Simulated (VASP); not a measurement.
Here is a VASP 6.6.1 calculation.

Contents of INCAR:

```
ALGO = Normal
EDIFF = 1E-7
ENCUT = 520
GGA = RP
ISIF = 2
ISMEAR = 0
LASPH = True
LCHARG = False
LREAL = False
LWAVE = False
NBANDS = 19
NELM = 80
PREC = Accurate
SIGMA = 0.05
```

KPOINTS

```
k-points
0
Gamma
  10 10 10
```

POSCAR

```
CeO2
1.0
    1.9316244551      1.1152238991      3.1555473298
   -1.9316244551      1.1152238991      3.1555473298
    0.0000000000     -2.2304477983      3.1555473297
Ce O
1 2
Direct
    0.0000000000      0.0000000000      0.0000000000
    0.2499945096      0.2499945096      0.2499945096
    0.7500054904      0.7500054904      0.7500054904
```

Potentials or basis: VASP PAW PBE potentials, release 64 (Ce, O).

Run with:

```sh
$ cat potpaw_PBE.64/Ce/POTCAR potpaw_PBE.64/O/POTCAR > POTCAR
$ mpirun -np 1 vasp_std > vasp.out
```

Q: What does it give for the pressure?

A: 3.8 GPa.

Q: Estimate the band gap on the k mesh.

A: 1.90 eV (least direct gap 1.96 eV).

Caveat: the cell stands under pressure; the PAW data sets were made with another functional, which shifts forces and pressure a little; spin-orbit coupling is left out, which moves the levels of the heavy elements. A k mesh can miss the band edges.
